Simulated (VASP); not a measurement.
Input of a VASP 6.6.1 run:

INCAR

```
SYSTEM = TiW2
  PREC = Accurate
  ENCUT = 600
  EDIFF = 1E-6
  ISMEAR = 0
  SIGMA = 0.1
  LREAL = .FALSE.
  LASPH = .TRUE.
  NELM = 100
  ALGO = Fast
  ISIF = 4
  LWAVE = .FALSE.
  LCHARG = .FALSE.
  GGA = PE
  IBRION = 2
  NSW = 50
  EDIFFG = -0.01
```

KPOINTS

```
Automatic mesh
0
G
  12 12 16
  0 0 0
```

POSCAR

```
TiW2
1.0
    4.2976556945      0.0000000000      0.0000000000
   -2.1488278472      3.7218790081      0.0000000000
    0.0000000000      0.0000000000      2.6573968972
Ti W
1 2
Direct
    0.0000000000      0.0000000000      0.0000000000
    0.3333333333      0.6666666667      0.3428650567
    0.6666666667      0.3333333333      0.6571349433
```

Potentials or basis: VASP PAW PBE potentials, release 64 (Ti_sv, W_sv).

Command:

```bash
$ cat potpaw_PBE.64/Ti_sv/POTCAR potpaw_PBE.64/W_sv/POTCAR > POTCAR
$ mpirun -np 1 vasp_std > vasp.out
```

Problem. What does it give for the band gap on the k mesh?

Solution. Zero (bands 20 and 21 overlap by 1.51 eV).

The path:
```tsv
step	energy change (eV)	largest force (eV/Å)	pressure (GPa)	volume (Å³)
1	0.0000	0.1270	37.87	42.51
2	-0.0009	0.0100	37.70	42.51
3	-0.0009	0.0017	37.68	42.51
```

Caveat: spin-orbit coupling is left out, which moves the levels of the heavy elements.
